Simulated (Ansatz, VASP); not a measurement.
One calculation of Si3N4, two programs

```xyz
14
Lattice="7.6246 0.0000 0.0000 -3.8123 6.6031 0.0000 0.0000 0.0000 2.9105" Properties=species:S:1:pos:R:3 pbc="T T T"
Si    5.1894    1.1488    0.9478
Si    1.5998    5.0686    2.4030
Si    4.0350    3.9198    0.9478
Si   -1.3771    5.4543    2.4030
Si    2.2124    1.5345    0.9478
Si   -0.2227    2.6833    2.4030
N    -1.0321    2.1790    0.9478
N     5.2215    0.1957    2.4030
N     2.4413    4.6198    0.9478
N     4.8444    4.4241    2.4030
N    -1.4092    6.4074    0.9478
N     1.3710    1.9833    2.4030
N     0.0000    4.4021   -0.5075
N     3.8123    2.2010    0.9478
```

Alike in both runs: functional PBEsol; k mesh 6 × 6 × 8; occupations gaussian, width 0.02 eV; no spin polarisation.

Ansatz relaxed the structure, and its values are those at the end. VASP's run is a single point on that final structure, the one shown.

|  | VASP | Ansatz |
| --- | --- | --- |
| version | VASP 6.6.1 | Ansatz 0.2.0 |
| potentials or method | VASP PAW PBE potentials, release 64 (Si, N), cutoff 520 eV | scalar-relativistic, plane waves, PAW |
| valence electrons in the cell | 64 | 64 |

|  | VASP | Ansatz | Ansatz less VASP |
| --- | --- | --- | --- |
| gap on the k mesh at the Fermi level (eV) | 4.19 | 4.20 | +0.011 |
| least direct gap on the mesh (eV) | 4.38 | 4.39 | +0.010 |
| pressure (GPa) | 0.2 | 0.0 | -0.21 |

VASP's potentials were made for PBE, not for PBEsol. With one functional, cell and mesh, what is left measures potentials, basis and numerics.
